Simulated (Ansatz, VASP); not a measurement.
Two plane-wave programs on BaTiO3

```
CELL_PARAMETERS angstrom
2.82737 1.63238 2.31839
-2.82737 1.63238 2.31839
0.00000 -3.26476 2.31839
ATOMIC_POSITIONS crystal
Ba 0.00000 0.00000 0.00000
Ti 0.48450 0.48450 0.48450
O 0.50860 0.01750 0.50860
O 0.01750 0.50860 0.50860
O 0.50860 0.50860 0.01750
```

Alike in both runs: task relaxation of cell and atoms; functional BLYP; dispersion D3(BJ); k mesh 7 × 7 × 7; occupations fermi-dirac, width 0.05 eV; no spin polarisation.

|  | VASP | Ansatz |
| --- | --- | --- |
| version | VASP 6.6.1 | Ansatz 0.2.0 |
| potentials or method | VASP PAW PBE potentials, release 64 (Ba_sv, Ti_sv, O) | Ansatz PAW |
| plane-wave cutoff (eV) | 600 | 420 |
| valence electrons in the cell | 40 | 40 |

VASP gave:

| Property | Result |
| --- | --- |
| gap on the k mesh at the Fermi level, each at its own relaxed structure (eV) | 2.39 |
| relaxed volume (Å³/atom) | 13.20 |
| relaxed length of the cell vector where the two differ most in proportion (Å) | 4.041 |

**Question.** What did Ansatz give for the same quantities?

**Answer.** gap on the k mesh at the Fermi level, each at its own relaxed structure (eV): 2.50; relaxed volume (Å³/atom): 13.06; relaxed length of the cell vector where the two differ most in proportion (Å): 4.027.

VASP's potentials were made for PBE, not for BLYP.

Neither program's run includes spin-orbit coupling. Noted on Ansatz's run: odd divisions of the mesh miss points on the zone boundary, where band edges often lie, so the gap on the mesh can be too wide; the plane-wave basis is chosen anew once the cell has moved, so the energies of steps on either side of that aren't comparable.
